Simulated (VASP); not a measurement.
A run of VASP 6.6.1 is set up as follows.

File POSCAR:

```
CoSn
1.0
    0.0000000000      2.8799589004      2.8799589004
    2.8799589004      0.0000000000      2.8799589004
    2.8799589004      2.8799589004      0.0000000000
Co Sn
1 1
Direct
    0.0000000000      0.0000000000      0.0000000000
    0.2500000000      0.2500000000      0.2500000000
```

File INCAR.step1:

```
SYSTEM = CoSn
PREC = Accurate ; ENCUT = 660
ISMEAR = 0 ; SIGMA = 0.1
LREAL = .FALSE. ; LASPH = .TRUE.
NELM = 200 ; ISPIN = 2
MAGMOM = 1.11 0 ; LMAXMIX = 4
NBANDS = 22 ; GGA = PE
ALGO = Normal ; EDIFF = 1E-5
LWAVE = .TRUE. ; LCHARG = .FALSE.
GGA_COMPAT = .FALSE.
```

File INCAR.step2:

```
SYSTEM = CoSn
PREC = Accurate ; ENCUT = 660
EDIFF = 1E-6 ; ISMEAR = 0
SIGMA = 0.1 ; LREAL = .FALSE.
LASPH = .TRUE. ; NELM = 200
ALGO = Normal ; ISIF = 2
LWAVE = .FALSE. ; LCHARG = .FALSE.
ISPIN = 2 ; MAGMOM = 1.11 0
LORBIT = 11 ; LMAXMIX = 4
METAGGA = R2SCAN ; LMIXTAU = .TRUE.
NBANDS = 22 ; ISTART = 1
GGA_COMPAT = .FALSE.
```

The input KPOINTS:

```
Automatic mesh
0
G
  16 16 16
  0 0 0
```

Potentials or basis: VASP PAW PBE potentials, release 64 (Co, Sn_d).

Launch:

```console
$ cat potpaw_PBE.64/Co/POTCAR potpaw_PBE.64/Sn_d/POTCAR > POTCAR
$ cp INCAR.step1 INCAR
$ mpirun -np 1 vasp_std > vasp.out
$ cp INCAR.step2 INCAR
$ mpirun -np 1 vasp_std > vasp.out
```

Question: What does it give for the net moment?

Answer: 0.00 μB per cell.

Question: Estimate the pressure.

Answer: -3.1 GPa.

Caveat: the cell stands under tension; the moments typed at the start vanished in this run; the PAW data sets were made with another functional, which shifts forces and pressure a little.
